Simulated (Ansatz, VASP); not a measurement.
## One calculation of CaO, two programs

File INCAR:

```
  PREC = Accurate
  ENCUT = 520
  EDIFF = 1E-6
  ISMEAR = -1
  SIGMA = 0.02
  LREAL = False
  LASPH = True
  NELM = 80
  ALGO = Normal
  ISIF = 2
  LWAVE = False
  LCHARG = False
  GGA = PE
  NBANDS = 24
```

KPOINTS

```
Automatic mesh
0
Gamma
  12 12 6
```

The input POSCAR:

```
CaO
1.0
    3.8614128569      0.0000000000      0.0000000000
   -1.9307064285      3.3440816286      0.0000000000
    0.0000000000      0.0000000000      4.6273307448
Ca O
2 2
Direct
    0.3333333333      0.6666666667     -0.0625000000
    0.6666666667      0.3333333333      0.4375000000
    0.3333333333      0.6666666667      0.4375000000
    0.6666666667      0.3333333333      0.9375000000
```

Input for Ansatz:

```yaml
crystal:
  lattice:
    - [3.8614128569, 0.0, 0.0]
    - [-1.9307064285, 3.3440816286, 0.0]
    - [0.0, 0.0, 4.6273307448]
  atoms:
    - { symbol: Ca, position: [0.3333333333, 0.6666666667, -0.0625] }
    - { symbol: Ca, position: [0.6666666667, 0.3333333333, 0.4375] }
    - { symbol: O, position: [0.3333333333, 0.6666666667, 0.4375] }
    - { symbol: O, position: [0.6666666667, 0.3333333333, 0.9375] }
kpoints:
  mp_grid: { grid: [12, 12, 6] }
  band_path:
    path:
      - [0.0, 0.0, 0.0]
      - [0.5, 0.0, 0.0]
      - [0.3333333333, 0.3333333333, 0.0]
      - [0.0, 0.0, 0.5]
      - [0.5, 0.0, 0.5]
      - [0.3333333333, 0.3333333333, 0.5]
    npoints: 1
hamiltonian:
  xc: pbe
scf:
  occupations: { method: fermi_dirac, width: 0.02 }
  n_extra_bands: 5
output:
  forces: true
  stress: true
  eigenvalues: true
```

Change from the starting cell: hydrostatic strain -3.0%.

Alike in both runs: task single point; functional PBE; k mesh 12 × 12 × 6; occupations fermi-dirac, width 0.02 eV; no spin polarisation.

```csv
,VASP,Ansatz
version,VASP 6.6.1,Ansatz 0.2.0
potentials or method,"VASP PAW PBE potentials, release 64 (Ca_sv, O)","plane waves, PAW"
plane-wave cutoff (eV),520,420
valence electrons in the cell,32,32
```

```tsv
	VASP	Ansatz	Ansatz less VASP
gap on the k mesh at the Fermi level (eV)	3.51	3.53	+0.018
pressure (GPa)	12.8	12.1	-0.75
traceless stress, the component that is largest in VASP (GPa)	1.30	1.25	-0.051
```
